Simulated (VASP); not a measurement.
A run of VASP 6.6.1 is set up as follows.

Contents of INCAR:

```
SYSTEM = PtF2
PREC = Accurate ; ENCUT = 520
EDIFF = 1E-6 ; ISMEAR = 0
SIGMA = 0.1 ; LREAL = .FALSE.
LASPH = .TRUE. ; NELM = 60
ALGO = Normal ; ISIF = 2
LWAVE = .FALSE. ; LCHARG = .FALSE.
GGA = PE ; NBANDS = 19
```

The input KPOINTS:

```
Automatic mesh
0
G
  6 6 4
  0 0 0
```

POSCAR

```
PtF2
1.0
    2.8619924967     -3.2370228978      0.0000000000
    2.8619924967      3.2370228978      0.0000000000
    0.0000000000      0.0000000000      3.1215172646
Pt F
1 2
Direct
    0.5000000000      0.5000000000      0.1604124985
    0.7241820983      0.7241820983      0.6604131557
    0.2758179017      0.2758179017      0.6604131557
```

Potentials or basis: VASP PAW PBE potentials, release 64 (Pt, F).

Run with:

```console
$ cat potpaw_PBE.64/Pt/POTCAR potpaw_PBE.64/F/POTCAR > POTCAR
$ mpirun -np 1 vasp_std > vasp.out
```

Q: Predict the pressure.

A: 0.4 GPa.

Q: What does it give for the band gap on the k mesh?

A: 1.10 eV, indirect (least direct gap 1.21 eV).

Forces in eV/Å, atoms in the order of the input:
```
Pt   0.000  0.000  0.000
F    0.104  0.000  0.000
F   -0.104  0.000  0.000
```

Caveat: the k points lie up to 0.50 Å⁻¹ apart; spin-orbit coupling is left out, which moves the levels of the heavy elements. As with any semilocal functional, this PBE gap is likely too small.
